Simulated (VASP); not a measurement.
# Al7Si9C9N7 (P1) in VASP: further runs

Al7Si9C9N7 is run at these levels: HSE06, PBEsol; tasks: single point.

All numbers are computed with VASP 6.6.1; they aren't measurements. Logs are shortened: lines on timing, memory, paths and dates and some standing lists are left out, and cuts for length are marked.

## 1. The cell of the first run

The typed cell holds 96 atoms: a = 9.335 Å, b = 10.728 Å, c = 10.057 Å, α = 90.00°, β = 90.00°, γ = 90.00°.

## 2. Single point, HSE06

POSCAR

```
Al7Si9C9N7
1.0
    9.3351780000      0.0000000000      0.0000000000
    0.0000000000     10.7284720000      0.0000000000
    0.0000000000      0.0000000000     10.0565780000
Si Al N C
27 21 21 27
Direct
    0.1676850000      0.0881720000      0.2529110000
    0.9988810000      0.3403300000      0.2500190000
    0.1730520000      0.5815920000      0.2507590000
    0.9999180000      0.8363640000      0.2472990000
    0.9972330000      0.8312810000      0.7505530000
    0.8326810000      0.0863680000      0.2512810000
    0.8354640000      0.0853370000      0.7494650000
    0.6687110000      0.3348310000      0.7472270000
    0.5024830000      0.5850070000      0.7490460000
    0.3358890000      0.8326210000      0.7495830000
    0.8319910000      0.5811280000      0.2459650000
    0.8328220000      0.5830850000      0.7503330000
    0.9965350000      0.1655790000      0.9976050000
    0.3371770000      0.1681740000      0.5050540000
    0.6668120000      0.1672730000      0.4993210000
    0.4992530000      0.4129580000      0.5023820000
    0.3342940000      0.6701970000      0.5012050000
    0.3313040000      0.6693060000      0.9995400000
    0.1688860000      0.9181330000      0.5036620000
    0.1626940000      0.9222540000      0.9951760000
    0.8294310000      0.4120830000      0.5004380000
    0.8316470000      0.4122660000      0.9934840000
    0.6657610000      0.6650400000      0.5019610000
    0.6677410000      0.6625220000      0.9967270000
    0.5012620000      0.9188440000      0.0044250000
    0.8337960000      0.9175460000      0.5022340000
    0.8367960000      0.9179330000      0.9954280000
    0.1644080000      0.0828910000      0.7479360000
    0.0005730000      0.3324080000      0.7523620000
    0.5009880000      0.0888380000      0.2438300000
    0.5004030000      0.0814780000      0.7540340000
    0.3346010000      0.3337120000      0.2503930000
    0.3289700000      0.3314190000      0.7466140000
    0.1666080000      0.5842810000      0.7512860000
    0.6638320000      0.3321050000      0.2489320000
    0.4959310000      0.5794510000      0.2430120000
    0.3306840000      0.8379950000      0.2457730000
    0.6701710000      0.8337630000      0.2395410000
    0.6660200000      0.8317580000      0.7554050000
    0.9983170000      0.1663490000      0.5042070000
    0.3345400000      0.1685980000      0.9972340000
    0.1676420000      0.4145040000      0.5033610000
    0.1722270000      0.4167970000      0.9956620000
    0.0029810000      0.6654310000      0.5008890000
    0.0053810000      0.6644810000      0.9947880000
    0.6674900000      0.1666900000      0.9959880000
    0.4980730000      0.4152680000      0.9975340000
    0.5007140000      0.9190550000      0.5037390000
    0.9991240000      0.1640650000      0.1901530000
    0.9916750000      0.1629760000      0.6927550000
    0.9943390000      0.6715790000      0.2056460000
    0.5107690000      0.4238390000      0.6853370000
    0.1511720000      0.9211220000      0.1860590000
    0.8407910000      0.4262190000      0.1851070000
    0.8265180000      0.4233610000      0.6811880000
    0.6813700000      0.6625550000      0.1866950000
    0.5011220000      0.9126730000      0.1905850000
    0.4954240000      0.9081190000      0.6891020000
    0.8479230000      0.9186510000      0.1885300000
    0.1551950000      0.0815030000      0.9462920000
    0.5037450000      0.0859740000      0.4435130000
    0.3340230000      0.3329490000      0.9341930000
    0.1782700000      0.5967530000      0.4310390000
    0.1769470000      0.5899850000      0.9433600000
    0.0001220000      0.8391590000      0.4277750000
    0.5006230000      0.5915620000      0.4435390000
    0.3273800000      0.8311800000      0.4398050000
    0.8216970000      0.5817730000      0.4285190000
    0.6765480000      0.8234510000      0.4371820000
    0.3199870000      0.1597540000      0.1896420000
    0.3339410000      0.1608870000      0.6837490000
    0.1542020000      0.4243140000      0.1944410000
    0.1618850000      0.4197580000      0.6917270000
    0.9887030000      0.6693900000      0.6915950000
    0.6818710000      0.1621330000      0.1902350000
    0.6766240000      0.1714980000      0.6836100000
    0.5024460000      0.4164860000      0.1867340000
    0.3222370000      0.6700030000      0.1848300000
    0.3436760000      0.6699810000      0.6824110000
    0.1657830000      0.9039250000      0.6851680000
    0.6690580000      0.6574340000      0.6822460000
    0.8383410000      0.9203100000      0.6842230000
    0.1739490000      0.0757650000      0.4359660000
    0.9870350000      0.3394790000      0.4319160000
    0.9944210000      0.3275780000      0.9499490000
    0.4996820000      0.0732670000      0.9450790000
    0.3430130000      0.3315310000      0.4471980000
    0.0020710000      0.8388930000      0.9413200000
    0.8254440000      0.0737700000      0.4335810000
    0.8433290000      0.0773300000      0.9360320000
    0.6656020000      0.3374880000      0.4485500000
    0.6728810000      0.3386790000      0.9265040000
    0.4972990000      0.5953280000      0.9338060000
    0.3302080000      0.8380060000      0.9420080000
    0.8303600000      0.5780900000      0.9386970000
    0.6698010000      0.8312130000      0.9587070000
```

INCAR.step1

```
PREC = Accurate
ENCUT = 520
EDIFF = 1E-5
ISMEAR = -1
SIGMA = 0.05
LREAL = Auto
LASPH = True
NELM = 80
ALGO = Normal
ISIF = 2
LWAVE = True
LCHARG = False
NBANDS = 246
GGA = PE
LUSENCCL = False
```

INCAR.step2

```
PREC = Accurate
ENCUT = 520
EDIFF = 1E-6
ISMEAR = -1
SIGMA = 0.05
LREAL = Auto
LASPH = True
NELM = 80
ALGO = Normal
ISIF = 2
LWAVE = False
LCHARG = False
GGA = PE
LHFCALC = True
HFSCREEN = 0.2079
PRECFOCK = Fast
NBANDS = 246
ISTART = 1
LUSENCCL = False
```

KPOINTS

```
regular mesh
0
Gamma
  1 1 1
```

Potentials or basis: VASP PAW PBE potentials, release 64 (Si, Al, N, C).

Started as:

```bash
$ cat potpaw_PBE.64/Si/POTCAR potpaw_PBE.64/Al/POTCAR potpaw_PBE.64/N/POTCAR potpaw_PBE.64/C/POTCAR > POTCAR
$ cp INCAR.step1 INCAR
$ mpirun -np 1 vasp_gam > vasp.out
$ cp INCAR.step2 INCAR
$ mpirun -np 1 vasp_gam > vasp.out
```

OUTCAR:

```text
PREC = Accurate
   ENCUT = 520
   EDIFF = 1E-6
   ISMEAR = -1
   LREAL = Auto
   LASPH = True
   NELM = 80
   ISIF = 2
   GGA = PE
   LHFCALC = True
   HFSCREEN = 0.2079
   PRECFOCK = Fast
   ISTART = 1

 ion  position               nearest neighbor table
   1  0.168  0.088  0.253-  70 1.74  83 1.85  49 1.88  53 1.92  32 3.06  37 3.09  40 3.10  14 3.11
                            19 3.11  30 3.11   4 3.12   6 3.13  41 3.13   2 3.13  13 3.14  20 3.14
   2  0.999  0.340  0.250-  72 1.80  84 1.83  54 1.86  49 1.98  11 3.02   3 3.06  21 3.07  42 3.10
                            22 3.11  35 3.13   1 3.13  32 3.13   6 3.14  43 3.14  40 3.17
   3  0.173  0.582  0.251-  72 1.79  78 1.81  63 1.82  51 1.98  36 3.02   2 3.06  32 3.06  18 3.07
                            17 3.08  44 3.11  42 3.11  43 3.12  37 3.12  45 3.14
   4  1.000  0.836  0.247-  59 1.77  53 1.79  65 1.82  51 1.82  38 3.08  27 3.08  37 3.09  20 3.10
                             6 3.10  26 3.12   1 3.12  45 3.14  44 3.14  19 3.15
   5  0.997  0.831  0.751-  74 1.84  80 1.87  82 1.89  88 1.92  27 3.03  45 3.04  20 3.06  26 3.07
                            12 3.07  44 3.08  34 3.09  39 3.09  19 3.10   7 3.12  28 3.12
   6  0.833  0.086  0.251-  75 1.74  89 1.84  49 1.87  59 1.91  15 3.06  35 3.07  13 3.09  30 3.10
                            40 3.10   4 3.10  26 3.11  38 3.11  46 3.12   1 3.13   2 3.14  27 3.14
   7  0.835  0.085  0.749-  50 1.77  76 1.87  90 1.88  82 1.89  40 3.02  13 3.04  27 3.06  46 3.06
                            29 3.07  26 3.07  28 3.07  15 3.10   8 3.10   5 3.12  31 3.13  39 3.15
   8  0.669  0.335  0.747-  92 1.80  52 1.86  76 1.87  55 1.87  21 3.02  22 3.02  16 3.04  12 3.07
                            15 3.07  46 3.08   7 3.10  29 3.10   9 3.10  47 3.10  31 3.14  33 3.17
   9  0.502  0.585  0.749-  52 1.85  93 1.86  81 1.86  79 1.86  23 3.04  24 3.05  39 3.06  10 3.08
[... 125 lines left out ...]
  95  0.830  0.578  0.939-  24 1.86  22 1.86  12 1.90  45 1.96
  96  0.670  0.831  0.959-  24 1.85  27 1.85  25 1.89  39 2.04

  LATTYP: Found a simple orthorhombic cell.
 ALAT       =     9.3351780000
 B/A-ratio  =     1.0772775838
 C/A-ratio  =     1.1492520014

  Lattice vectors:

 A1 = (  -9.3351780000,   0.0000000000,   0.0000000000)
 A2 = (   0.0000000000,   0.0000000000,  10.0565780000)
 A3 = (   0.0000000000,  10.7284720000,   0.0000000000)

Analysis of symmetry for initial positions (statically):
=====================================================================
 Subroutine PRICEL returns:
 Original cell was already a primitive cell.

 Routine SETGRP: Setting up the symmetry group for a
 simple orthorhombic supercell.

 Subroutine GETGRP returns: Found  1 space group operations
 (whereof  1 operations were pure point group operations)
 out of a pool of  8 trial point group operations.

The static configuration has the point symmetry C_1 .

Analysis of symmetry for dynamics (positions and initial velocities):
=====================================================================
 Subroutine PRICEL returns:
 Original cell was already a primitive cell.

 Routine SETGRP: Setting up the symmetry group for a
 simple orthorhombic supercell.
[... 237 lines left out ...]
 SYSTEM =  unknown system
   PREC   = accura    normal or accurate (medium, high low for compatibility)
   ISTART =      1    job   : 0-new  1-cont  2-samecut
   ICHARG =      0    charge: 1-file 2-atom 10-const
   ISPIN  =      1    spin polarized calculation?
   LNONCOLLINEAR =      F non collinear calculations
   LSORBIT =      F    spin-orbit coupling
   LASPH  =      T    aspherical Exc in radial PAW
   ENCUT  =  520.0 eV  38.22 Ry    6.18 a.u.  17.36 19.95 18.70*2*pi/ulx,y,z
   NELM   =     80;   NELMIN=  2; NELMDL=  0     # of ELM steps
   EDIFF  = 0.1E-05   stopping-criterion for ELM
   LREAL  =      T    real-space projection
   EDIFFG = 0.1E-04   stopping-criterion for IOM
   NSW    =      0    number of steps for IOM
   IBRION =     -1    ionic relax: 0-MD 1-quasi-New 2-CG
   NFREE  =      0    steps in history (QN), initial steepest desc. (CG)
   ISIF   =      2    stress and relaxation
   ISYM   =      3    0-nonsym 1-usesym 2-fastsym
   POTIM  = 0.5000    time-step for ionic-motion
   TEBEG  =    0.0;   TEEND  =   0.0 temperature during run
   PSTRESS=    0.0 pullay stress
   NELECT =     384.0000    total number of electrons
   NUPDOWN=      -1.0000    fix difference up-down
   EMIN   =  10.00;   EMAX   =-10.00  energy-range for DOS
   EFERMI =   0.00;   METHOD = LEGACY
   ISMEAR =    -1;   SIGMA  =   0.05  broadening in eV -4-tet -1-fermi 0-gaus
   EFERMI_NEDOS =   21; number of points for ismear=-14 and -15
   IALGO  =     38    algorithm
   IMIX   =      1    mixing-type and parameters
     AMIX     =   0.40;   BMIX     =  1.00
     AMIX_MAG =   1.60;   BMIX_MAG =  1.00
  volume/ion in A,a.u.               =      10.49        70.80
  Fermi-wavevector in a.u.,A,eV,Ry     =   1.187085  2.243265 19.172920  1.409170
  Thomas-Fermi vector in A             =   2.323244
   LORBIT       =      0    0 simple, 1 ext, 2 COOP (PROOUT), +10 PAW based schemes
   GGA     = PE    functional components
   LHFCALC =     T    Hartree Fock is set to
   PRECFOCK=fast      Normal, Fast or Accurate (Low or Medium for compatibility)
   ENCUT4O =  -1.0   cutoff for four orbital integrals eV
   NKREDX  =     1    reduce k-point grid by
   NKREDY  =     1    reduce k-point grid by
   NKREDZ  =     1    reduce k-point grid by
   AEXX    =    0.2500 exact exchange contribution
   HFSCREEN=    0.2079 screening length (either q_TF or 0.3 A-1)
   HFSCREENC=   0.2079 screening length for correlation (either q_TF or 0.3 A-1)
   ENCUTFOCK=  -1.0 apply spherical cutoff to Coloumb kernel
   IVDW    =     0    specifies the selected vdW correction
   LEPSILON=     F    determine dielectric tensor
   LRPA    =     F    only Hartree local field effects (RPA)
 non-spin polarized calculation
  energy-cutoff  :      520.00
  volume of cell :     1007.19
 maximum number of plane-waves:     13573
 NGX is ok and might be reduce to    70
  NGX = 36; NGY = 42; NGZ = 40

 number of electron     383.9999999 magnetization

 Free energy of the ion-electron system (eV)
  ---------------------------------------------------
  ext. energy  EPLUGINS =         0.00000000
  ---------------------------------------------------
  free energy    TOTEN  =      -813.49531101 eV

  energy without entropy =     -813.49531101  energy(sigma->0) =     -813.49531101

 E-fermi :   8.9128     XC(G=0):  -9.1693

 val. band max:        7.7022562902   @ k =   0.0000   0.0000   0.0000
 cond. band min:      10.6554815481   @ k =   0.0000   0.0000   0.0000
 fundamental gap:      2.9532252579
 Fermi energy:         8.9127626466

 k-point     1 :       0.0000    0.0000    0.0000
  band No.  band energies     occupation
      1     -12.8376      2.00000
      2     -12.1414      2.00000
      3     -11.7443      2.00000
      4     -11.4797      2.00000
      5     -11.3287      2.00000
      6     -11.1233      2.00000
[... 196 lines left out ...]
    203      11.8516      0.00000
    204      11.9983      0.00000
 [bands above 204 left out]

------------------------ aborting loop because EDIFF is reached ----------------------------------------

  FORCE on cell =-STRESS in cart. coord.  units (eV):
  Direction    XX          YY          ZZ          XY          YZ          ZX
  --------------------------------------------------------------------------------------
  -------------------------------------------------------------------------------------
  Total       -5.2664813    -18.2520807    -14.6858826      1.6646235     -3.7179849     -1.4976590
  in kB       -8.3776156    -29.0343602    -23.3614574      2.6479874     -5.9143565     -2.3823898
  external PRESSURE =     -20.2578111 kB  Pullay stress =       0.0000000 kB

 VOLUME and BASIS-vectors are now :
 -----------------------------------------------------------------------------
  energy-cutoff  :      520.00
  volume of cell :     1007.19
      direct lattice vectors                 reciprocal lattice vectors
     9.335178000  0.000000000  0.000000000     0.107121685  0.000000000  0.000000000
     0.000000000 10.728472000  0.000000000     0.000000000  0.093209918  0.000000000
     0.000000000  0.000000000 10.056578000     0.000000000  0.000000000  0.099437403

 POSITION                                       TOTAL-FORCE (eV/Angst)
 -----------------------------------------------------------------------------------
      1.56537      0.94595      2.54342         0.120273      0.098479     -0.092219
      9.32473      3.65122      2.51434         0.016034      0.150851      0.028422
      1.61547      6.23959      2.52178         0.018702     -0.036846      0.006428
      9.33441      8.97291      2.48698        -0.030124      0.055231     -0.005855
      9.30935      8.91837      7.54799         0.030531     -0.013740     -0.088264
      7.77323      0.92660      2.52703        -0.104456      0.109497     -0.086553
[... 88 lines left out ...]
      7.75156      6.20202      9.44008         0.004244      0.041763      0.038751
      6.25271      8.91765      9.64131         0.009589      0.055419      0.121640
 -----------------------------------------------------------------------------------
    total drift:                                0.004673      0.003777      0.020217

  FREE ENERGIE OF THE ION-ELECTRON SYSTEM (eV)
  ---------------------------------------------------
  free  energy   TOTEN  =      -813.4953110116 eV

  energy  without entropy=     -813.4953110115  energy(sigma->0) =     -813.49531101
```

Wall time 3.9 min (1 × NVIDIA H100 80GB with 1 thread of Intel Xeon Platinum 8481C at 2.70GHz (Sapphire Rapids), shared host); peak memory 1.7 GiB.

What came out:

```yaml
Free_energy: -813.4953 eV
Pressure: -2.0 GPa
Largest_force: 0.276 eV/Å
Band_gap_on_the_k_mesh: 2.95 eV
```

Forces on the atoms (eV/Å):
```
Si   0.120  0.098 -0.092
Si   0.016  0.151  0.028
Si   0.019 -0.037  0.006
Si  -0.030  0.055 -0.006
Si   0.031 -0.014 -0.088
Si  -0.104  0.109 -0.087
Si   0.144  0.066 -0.116
Si   0.044  0.035  0.017
Si   0.081  0.045 -0.055
Si   0.077  0.049 -0.118
Si  -0.036  0.069 -0.036
Si  -0.030  0.060 -0.100
Si   0.026 -0.021 -0.106
Si   0.083  0.039  0.060
Si  -0.094 -0.085 -0.001
Si   0.010 -0.173 -0.038
Si  -0.007  0.005 -0.080
Si  -0.086 -0.108 -0.050
Si   0.050  0.014 -0.067
Si  -0.109 -0.019 -0.089
Si  -0.076 -0.111 -0.063
Si   0.020 -0.071 -0.105
Si  -0.035 -0.021 -0.080
Si  -0.032  0.023 -0.041
Si   0.040  0.117 -0.033
Si  -0.026  0.065 -0.042
Si   0.033 -0.054 -0.080
Al  -0.012  0.119 -0.113
Al   0.110  0.034 -0.056
Al   0.007  0.075 -0.102
Al  -0.082  0.061 -0.010
Al   0.060  0.053 -0.047
Al  -0.133  0.007  0.003
Al  -0.023 -0.096 -0.059
Al  -0.126  0.017 -0.119
Al  -0.021 -0.125 -0.109
Al   0.046 -0.028 -0.040
Al  -0.018  0.040 -0.051
Al  -0.042  0.090 -0.094
Al  -0.036 -0.050 -0.008
Al   0.061 -0.025  0.016
Al   0.058 -0.121  0.066
Al   0.046 -0.079 -0.056
Al   0.044 -0.008 -0.008
Al   0.069 -0.076 -0.156
Al  -0.019 -0.081  0.019
Al  -0.017 -0.092  0.018
Al  -0.042  0.025  0.013
N   -0.032 -0.095  0.102
N   -0.074 -0.140  0.074
N   -0.080  0.055  0.163
N    0.104  0.017 -0.037
N   -0.093 -0.053  0.062
N    0.103  0.033  0.056
N   -0.113  0.011 -0.059
N    0.155 -0.103  0.045
N    0.022 -0.113 -0.014
N   -0.063 -0.175  0.038
N    0.069 -0.104  0.064
N   -0.138 -0.048  0.119
N    0.068  0.135  0.147
N   -0.035  0.101  0.037
N    0.002  0.156 -0.031
N    0.001  0.206  0.122
N    0.016  0.074 -0.052
N    0.060  0.141  0.140
N   -0.028 -0.020  0.083
N   -0.040  0.043 -0.055
N    0.002 -0.040  0.111
C   -0.149 -0.207  0.104
C    0.007 -0.110 -0.069
C   -0.127  0.062  0.160
C    0.011 -0.043 -0.004
C   -0.027 -0.017  0.069
C    0.142 -0.189  0.132
C    0.066 -0.036 -0.006
C    0.063  0.005  0.093
C   -0.046 -0.070  0.025
C    0.038  0.031 -0.033
C    0.006 -0.136  0.002
C   -0.054 -0.178  0.006
C   -0.001 -0.043 -0.053
C   -0.037 -0.055  0.013
C   -0.089  0.174 -0.053
C   -0.089 -0.004  0.104
C   -0.037 -0.063  0.077
C    0.080  0.087  0.146
C    0.015  0.170  0.088
C   -0.007 -0.047 -0.009
C    0.114  0.007  0.060
C    0.031  0.159  0.213
C    0.075  0.115 -0.044
C    0.040  0.115  0.022
C   -0.004  0.065  0.037
C    0.004  0.042  0.039
C    0.010  0.055  0.122
```

Levels at points of the mesh, in eV from the valence-band top:
```
           k point  band 189  band 190  band 191  band 192  band 193  band 194  band 195  band 196
(0.00, 0.00, 0.00)     -0.44     -0.37     -0.17      0.00      2.95      3.09      3.30      3.49
```

Caveat: the k points lie up to 0.67 Å⁻¹ apart; the PAW data sets were made with another functional, which shifts forces and pressure a little. A k mesh can miss the band edges.

(Part 1 of 2 ends here.)
